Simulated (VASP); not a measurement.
# W16Cl in VASP: single point with PBE

Aim: the single point of W16Cl with PBE.

All numbers are computed with VASP 6.6.1; they aren't measurements. Logs are shortened: lines on timing, memory, paths and dates and some standing lists are left out, and cuts for length are marked.

**1. The cell of the first run**

The cell holds a slab with vacuum, 17 atoms: a = 6.367 Å, b = 6.367 Å, c = 20.143 Å, α = 90.00°, β = 90.00°, γ = 90.00°.

**2. Single point, PBE**

INCAR

```
  PREC = Accurate
  ENCUT = 520
  EDIFF = 1E-6
  ISMEAR = 0
  SIGMA = 0.1
  LREAL = Auto
  LASPH = True
  NELM = 80
  ALGO = Normal
  ISIF = 2
  LWAVE = False
  LCHARG = False
  LDIPOL = True
  IDIPOL = 3
  DIPOL = 0.5 0.5 0.330
  GGA = PE
  NBANDS = 130
```

KPOINTS

```
regular mesh
0
Gamma
  4 4 1
```

POSCAR

```
W16Cl
1.0
    6.3673983380      0.0000000000      0.0000000000
    0.0000000000      6.3673983380      0.0000000000
    0.0000000000      0.0000000000     20.1425770443
W Cl
16 1
Direct
    0.2500000000      0.2500000000      0.1985843217
    0.2500000000      0.7500000000      0.1985843217
    0.7500000000      0.2500000000      0.1985843217
    0.7500000000      0.7500000000      0.1985843217
    0.0000000000      0.0000000000      0.2776134142
    0.0000000000      0.5000000000      0.2776134142
    0.5000000000      0.0000000000      0.2776134142
    0.5000000000      0.5000000000      0.2776134142
    0.2500000000      0.2500000000      0.3599451664
    0.2500000000      0.7500000000      0.3599451664
    0.7500000000      0.2500000000      0.3599451664
    0.7500000000      0.7500000000      0.3599451664
    0.0000000000      0.0000000000      0.4290700751
    0.0000000000      0.5000000000      0.4290700751
    0.5000000000      0.0000000000      0.4290700751
    0.5000000000      0.5000000000      0.4290700751
    0.0000000000      0.0000000000      0.5450722551
```

Potentials or basis: VASP PAW PBE potentials, release 64 (W_sv, Cl).

Command:

```console
$ cat potpaw_PBE.64/W_sv/POTCAR potpaw_PBE.64/Cl/POTCAR > POTCAR
$ mpirun -np 1 vasp_std > vasp.out
```

OUTCAR:

```text
PREC = Accurate
   ENCUT = 520
   EDIFF = 1E-6
   ISMEAR = 0
   LREAL = Auto
   LASPH = True
   NELM = 80
   ISIF = 2
   GGA = PE

 ion  position               nearest neighbor table
   1  0.250  0.250  0.199-   5 2.76   6 2.76   7 2.76   8 2.76   2 3.18   3 3.18   2 3.18   3 3.18
                             9 3.25
   2  0.250  0.750  0.199-   5 2.76   6 2.76   7 2.76   8 2.76   1 3.18   4 3.18   1 3.18   4 3.18
                            10 3.25
   3  0.750  0.250  0.199-   5 2.76   6 2.76   7 2.76   8 2.76   1 3.18   4 3.18   4 3.18   1 3.18
                            11 3.25
   4  0.750  0.750  0.199-   5 2.76   6 2.76   7 2.76   8 2.76   2 3.18   3 3.18   3 3.18   2 3.18
                            12 3.25
   5  0.000  0.000  0.278-   1 2.76   2 2.76   3 2.76   4 2.76   9 2.80  10 2.80  11 2.80  12 2.80
                            13 3.05   7 3.18   6 3.18   6 3.18   7 3.18
   6  0.000  0.500  0.278-   1 2.76   2 2.76   3 2.76   4 2.76   9 2.80  10 2.80  11 2.80  12 2.80
                            14 3.05   8 3.18   5 3.18   5 3.18   8 3.18
   7  0.500  0.000  0.278-   1 2.76   2 2.76   3 2.76   4 2.76   9 2.80  10 2.80  11 2.80  12 2.80
                            15 3.05   8 3.18   5 3.18   8 3.18   5 3.18
   8  0.500  0.500  0.278-   1 2.76   2 2.76   3 2.76   4 2.76   9 2.80  10 2.80  11 2.80  12 2.80
                            16 3.05   7 3.18   6 3.18   7 3.18   6 3.18
   9  0.250  0.250  0.360-  13 2.65  14 2.65  15 2.65  16 2.65   5 2.80   6 2.80   7 2.80   8 2.80
                            10 3.18  11 3.18  10 3.18  11 3.18   1 3.25
  10  0.250  0.750  0.360-  13 2.65  14 2.65  15 2.65  16 2.65   5 2.80   6 2.80   7 2.80   8 2.80
                             9 3.18  12 3.18   9 3.18  12 3.18   2 3.25
  11  0.750  0.250  0.360-  13 2.65  14 2.65  15 2.65  16 2.65   5 2.80   6 2.80   7 2.80   8 2.80
                             9 3.18  12 3.18  12 3.18   9 3.18   3 3.25
  12  0.750  0.750  0.360-  13 2.65  14 2.65  15 2.65  16 2.65   5 2.80   6 2.80   7 2.80   8 2.80
                            10 3.18  11 3.18  11 3.18  10 3.18   4 3.25
  13  0.000  0.000  0.429-  17 2.34  10 2.65  11 2.65  12 2.65   9 2.65   5 3.05  15 3.18  14 3.18
                            14 3.18  15 3.18
  14  0.000  0.500  0.429-   9 2.65  10 2.65  11 2.65  12 2.65   6 3.05  13 3.18  16 3.18  13 3.18
                            16 3.18
  15  0.500  0.000  0.429-   9 2.65  10 2.65  11 2.65  12 2.65   7 3.05  13 3.18  16 3.18  16 3.18
                            13 3.18
  16  0.500  0.500  0.429-   9 2.65  10 2.65  11 2.65  12 2.65   8 3.05  14 3.18  15 3.18  15 3.18
                            14 3.18
  17  0.000  0.000  0.545-  13 2.34

  LATTYP: Found a simple tetragonal cell.
 ALAT       =     6.3673983380
 C/A-ratio  =     3.1633920127

  Lattice vectors:

 A1 = (   6.3673983380,   0.0000000000,   0.0000000000)
 A2 = (   0.0000000000,   6.3673983380,   0.0000000000)
 A3 = (   0.0000000000,   0.0000000000,  20.1425770443)

Analysis of symmetry for initial positions (statically):
=====================================================================
 Subroutine PRICEL returns:
 Original cell was already a primitive cell.

 Routine SETGRP: Setting up the symmetry group for a
 simple tetragonal supercell.

 Subroutine GETGRP returns: Found  8 space group operations
 (whereof  8 operations were pure point group operations)
 out of a pool of 16 trial point group operations.

The static configuration has the point symmetry C_4v.

Analysis of symmetry for dynamics (positions and initial velocities):
=====================================================================
 Subroutine PRICEL returns:
 Original cell was already a primitive cell.

 Routine SETGRP: Setting up the symmetry group for a
 simple tetragonal supercell.

 Subroutine GETGRP returns: Found  8 space group operations
 (whereof  8 operations were pure point group operations)
 out of a pool of 16 trial point group operations.

The dynamic configuration has the point symmetry C_4v.

 Subroutine INISYM returns: Found  8 space group operations
 (whereof  8 operations are pure point group operations),
 and found     1 'primitive' translations

----------------------------------------------------------------------------------------

                                     Primitive cell

  volume of cell :     816.6558

  direct lattice vectors                    reciprocal lattice vectors
     6.367398338  0.000000000  0.000000000     0.157050014  0.000000000  0.000000000
     0.000000000  6.367398338  0.000000000     0.000000000  0.157050014  0.000000000
     0.000000000  0.000000000 20.142577044     0.000000000  0.000000000  0.049646080

  length of vectors
[... 58 lines left out ...]

  Shift w.r.t. Gamma in fractional coordinates (k-lattice)
     0.000000000  0.000000000  0.000000000

 Subroutine IBZKPT returns following result:
 ===========================================

 Found      6 irreducible k-points:

 Following reciprocal coordinates:
            Coordinates               Weight
  0.000000  0.000000  0.000000      1.000000
  0.250000  0.000000  0.000000      4.000000
  0.500000  0.000000  0.000000      2.000000
  0.250000  0.250000  0.000000      4.000000
  0.500000  0.250000  0.000000      4.000000
  0.500000  0.500000  0.000000      1.000000
   k-points           NKPTS =      6   k-points in BZ     NKDIM =      6   number of bands    NBANDS=    130
   number of dos      NEDOS =    301   number of ions     NIONS =     17
   total plane-waves  NPLWV = 345600
   dimension x,y,z NGX =    48 NGY =   48 NGZ =  150
   dimension x,y,z NGXF=    96 NGYF=   96 NGZF=  300
   ions per type =              16   1
   NGX,Y,Z   is equivalent  to a cutoff of  12.53, 12.53, 12.38 a.u.
   NGXF,Y,Z  is equivalent  to a cutoff of  25.06, 25.06, 24.76 a.u.
 SYSTEM =  unknown system
   PREC   = accura    normal or accurate (medium, high low for compatibility)
   ISTART =      0    job   : 0-new  1-cont  2-samecut
   ICHARG =      2    charge: 1-file 2-atom 10-const
   ISPIN  =      1    spin polarized calculation?
   LNONCOLLINEAR =      F non collinear calculations
   LSORBIT =      F    spin-orbit coupling
   LASPH  =      T    aspherical Exc in radial PAW
   ENCUT  =  520.0 eV  38.22 Ry    6.18 a.u.  11.84 11.84 37.45*2*pi/ulx,y,z
   NELM   =     80;   NELMIN=  2; NELMDL= -5     # of ELM steps
   EDIFF  = 0.1E-05   stopping-criterion for ELM
   LREAL  =      T    real-space projection
   EDIFFG = 0.1E-04   stopping-criterion for IOM
   NSW    =      0    number of steps for IOM
   IBRION =     -1    ionic relax: 0-MD 1-quasi-New 2-CG
   NFREE  =      0    steps in history (QN), initial steepest desc. (CG)
   ISIF   =      2    stress and relaxation
   ISYM   =      2    0-nonsym 1-usesym 2-fastsym
   POTIM  = 0.5000    time-step for ionic-motion
   TEBEG  =    0.0;   TEEND  =   0.0 temperature during run
   PSTRESS=    0.0 pullay stress
   NELECT =     231.0000    total number of electrons
   NUPDOWN=      -1.0000    fix difference up-down
   EMIN   =  10.00;   EMAX   =-10.00  energy-range for DOS
   EFERMI =   0.00;   METHOD = LEGACY
   ISMEAR =     0;   SIGMA  =   0.10  broadening in eV -4-tet -1-fermi 0-gaus
   EFERMI_NEDOS =   21; number of points for ismear=-14 and -15
   IALGO  =     38    algorithm
   IMIX   =      4    mixing-type and parameters
     AMIX     =   0.40;   BMIX     =  1.00
     AMIX_MAG =   1.60;   BMIX_MAG =  1.00
  volume/ion in A,a.u.               =      48.04       324.18
  Fermi-wavevector in a.u.,A,eV,Ry     =   1.074647  2.030788 15.712906  1.154866
  Thomas-Fermi vector in A             =   2.210481
   LORBIT       =      0    0 simple, 1 ext, 2 COOP (PROOUT), +10 PAW based schemes
   GGA     = PE    functional components
   LHFCALC =     F    Hartree Fock is set to
   AEXX    =    0.0000 exact exchange contribution
   IVDW    =     0    specifies the selected vdW correction
   LEPSILON=     F    determine dielectric tensor
   LRPA    =     F    only Hartree local field effects (RPA)
 non-spin polarized calculation
 Gauss-broadening in eV      SIGMA  =   0.10
  energy-cutoff  :      520.00
  volume of cell :      816.66
 maximum number of plane-waves:     22040
 NGX is ok and might be reduce to    48
   NGX = 23   NGY = 23   NGZ = 75

 dipolmoment           0.000000      0.000000     -0.041565 electrons x Angstroem

 number of electron     230.9999963 magnetization

 dipolmoment           0.000000      0.000000      0.112950 electrons x Angstroem

 Free energy of the ion-electron system (eV)
  ---------------------------------------------------
  ext. energy  EPLUGINS =         0.00000000
  ---------------------------------------------------
  free energy    TOTEN  =      -190.57518144 eV

  energy without entropy =     -190.42798962  energy(sigma->0) =     -190.50158553

 E-fermi :   0.7749     XC(G=0):  -5.6630

 val. band max:        0.7730396269   @ k =   0.5000   0.0000   0.0000
 cond. band min:       0.7798443682   @ k =   0.5000   0.5000   0.0000
 fundamental gap:      0.0068047413
 Fermi energy:         0.7748694475

 k-point     1 :       0.0000    0.0000    0.0000
  band No.  band energies     occupation
      1     -73.0989      2.00000
      2     -73.0426      2.00000
      3     -73.0365      2.00000
      4     -73.0331      2.00000
      5     -73.0281      2.00000
      6     -73.0281      2.00000
[... 769 lines left out ...]
    126       2.1280      0.00000
    127       2.1280      0.00000
 [bands above 127 left out]

------------------------ aborting loop because EDIFF is reached ----------------------------------------

 vacuum level on the upper side and lower side of the slab       (xc-potential included)         0.141        -0.354

  FORCE on cell =-STRESS in cart. coord.  units (eV):
  Direction    XX          YY          ZZ          XY          YZ          ZX
  --------------------------------------------------------------------------------------
  -------------------------------------------------------------------------------------
  Total      -22.7534365    -22.7534365    -10.3222974      0.0000000     -0.0000000      0.0000000
  in kB      -44.6394163    -44.6394163    -20.2510654      0.0000000     -0.0000000      0.0000000
  external PRESSURE =     -36.5099660 kB  Pullay stress =       0.0000000 kB

 VOLUME and BASIS-vectors are now :
 -----------------------------------------------------------------------------
  energy-cutoff  :      520.00
  volume of cell :      816.66
      direct lattice vectors                 reciprocal lattice vectors
     6.367398338  0.000000000  0.000000000     0.157050014  0.000000000  0.000000000
     0.000000000  6.367398338  0.000000000     0.000000000  0.157050014  0.000000000
     0.000000000  0.000000000 20.142577044     0.000000000  0.000000000  0.049646080

 POSITION                                       TOTAL-FORCE (eV/Angst)
 -----------------------------------------------------------------------------------
      1.59185      1.59185      4.00000         0.017455      0.017455      1.981269
      1.59185      4.77555      4.00000         0.017455     -0.017455      1.981269
      4.77555      1.59185      4.00000        -0.017455      0.017455      1.981269
      4.77555      4.77555      4.00000        -0.017455     -0.017455      1.981269
      0.00000      0.00000      5.59185         0.000000      0.000000     -2.099181
      0.00000      3.18370      5.59185         0.000000      0.000000     -1.977868
[... 9 lines left out ...]
      3.18370      3.18370      8.64258         0.000000      0.000000      0.156955
      0.00000      0.00000     10.97916         0.000000      0.000000      0.008618
 -----------------------------------------------------------------------------------
    total drift:                                0.000000      0.000000      0.009059

  FREE ENERGIE OF THE ION-ELECTRON SYSTEM (eV)
  ---------------------------------------------------
  free  energy   TOTEN  =      -190.5751814390 eV

  energy  without entropy=     -190.4279896190  energy(sigma->0) =     -190.50158553

 vacuum level on the upper side and lower side of the slab         5.345         4.830
```

It took 16 min on 1 thread of Intel Xeon 6975P-C (Granite Rapids), shared host; peak memory 0.91 GiB.

What came out:

* Free energy: -190.5752 eV
* Largest force: 2.206 eV/Å
* Band gap on the k mesh: zero (an odd number of electrons rules out a gap without spin polarisation)

Forces in eV/Å, atoms in the order of the input:
```
W    0.017  0.017  1.981
W    0.017 -0.017  1.981
W   -0.017  0.017  1.981
W   -0.017 -0.017  1.981
W    0.000  0.000 -2.099
W    0.000  0.000 -1.978
W    0.000  0.000 -1.978
W    0.000  0.000 -2.206
W    0.152  0.152 -0.265
W    0.152 -0.152 -0.265
W   -0.152  0.152 -0.265
W   -0.152 -0.152 -0.265
W    0.000  0.000  1.604
W    0.000  0.000 -0.187
W    0.000  0.000 -0.187
W    0.000  0.000  0.157
Cl   0.000  0.000  0.009
```

Levels at points of the mesh, in eV from the Fermi level:
| k point | band 112 | band 113 | band 114 | band 115 | band 116 | band 117 | band 118 | band 119 | band 120 | band 121 |
| --- | --- | --- | --- | --- | --- | --- | --- | --- | --- | --- |
| (0.00, 0.00, 0.00) | -0.19 | -0.19 | -0.09 | -0.09 | 0.25 | 0.33 | 0.68 | 0.86 | 1.01 | 1.01 |
| (0.50, 0.00, 0.00) | -0.18 | -0.15 | -0.11 | -0.11 | -0.04 | -0.01 | 0.00 | 0.73 | 0.81 | 0.81 |
| (0.50, 0.50, 0.00) | -0.69 | -0.16 | -0.10 | -0.06 | -0.06 | -0.01 | 0.00 | 0.05 | 0.05 | 0.47 |

Caveat: spin-orbit coupling is left out, which moves the levels of the heavy elements.
